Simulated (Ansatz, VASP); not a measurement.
Ir in VASP and in Ansatz

```
Ir
1.0
     0.00000    1.93533    1.93533
     1.93533    0.00000    1.93533
     1.93533    1.93533    0.00000
Ir
1
Direct
  0.00000 0.00000 0.00000
```

Alike in both runs: task single point; functional LDA; k mesh 18 × 18 × 18; occupations gaussian, width 0.1 eV; no spin polarisation.

|  | VASP | Ansatz |
| --- | --- | --- |
| version | VASP 6.6.1 | Ansatz 0.2.0 |
| potentials or method | VASP PAW LDA potentials, release 64 (Ir_sv_GW), cutoff 500 eV | scalar-relativistic, plane waves, PAW |
| valence electrons in the cell | 17 | 17 |

|  | VASP | Ansatz | Ansatz less VASP |
| --- | --- | --- | --- |
| gap on the k mesh at the Fermi level (eV) | none | none | - |
| pressure (GPa) | -18.6 | -16.8 | +1.79 |

LDA's correlation is that of Perdew and Zunger in VASP and of Perdew and Wang (1992) in Ansatz. A gap of «none» marks a metal or a gap that the smearing closes.

Neither program's run includes spin-orbit coupling.
